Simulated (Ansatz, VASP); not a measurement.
Mg3Cd2Te3 in VASP and in Ansatz

```
CELL_PARAMETERS angstrom
4.21172 0.00000 0.00000
0.00000 4.21172 0.00000
0.00000 0.00000 12.53343
ATOMIC_POSITIONS crystal
Mg 0.50000 0.50000 0.77091
Mg 0.00000 0.00000 0.00000
Mg 0.50000 0.50000 0.22909
Cd 0.00000 0.50000 0.50000
Cd 0.50000 0.00000 0.50000
Te 0.00000 0.00000 0.75735
Te 0.50000 0.50000 0.00000
Te 0.00000 0.00000 0.24265
```

Alike in both runs: functional PBE; k mesh 4 × 4 × 2; occupations gaussian, width 0.2 eV; no spin polarisation.

Ansatz relaxed the structure, and its values are those at the end. VASP's run is a single point on that final structure, the one shown.

|  | VASP | Ansatz |
| --- | --- | --- |
| version | VASP 6.6.1 | Ansatz 0.2.0 |
| potentials or method | VASP PAW PBE potentials, release 64 (Mg, Cd, Te), cutoff 520 eV | scalar-relativistic, plane waves, PAW |
| valence electrons in the cell | 48 | 118 |

```tsv
	VASP	Ansatz	Ansatz less VASP
gap on the k mesh at the Fermi level (eV)	none	none	-
pressure (GPa)	0.2	0.2	-0.01
rms of the force components (eV/Å)	0.007	0.007	-0.0001
```

A gap of «none» marks a metal or a gap that the smearing closes. VASP's potentials hold 48 valence electrons a cell and Ansatz's 118, so a difference there can come from the potentials and not from the codes.

The k mesh is coarse, so the values compare programs but aren't converged. Spin-orbit coupling is off throughout.
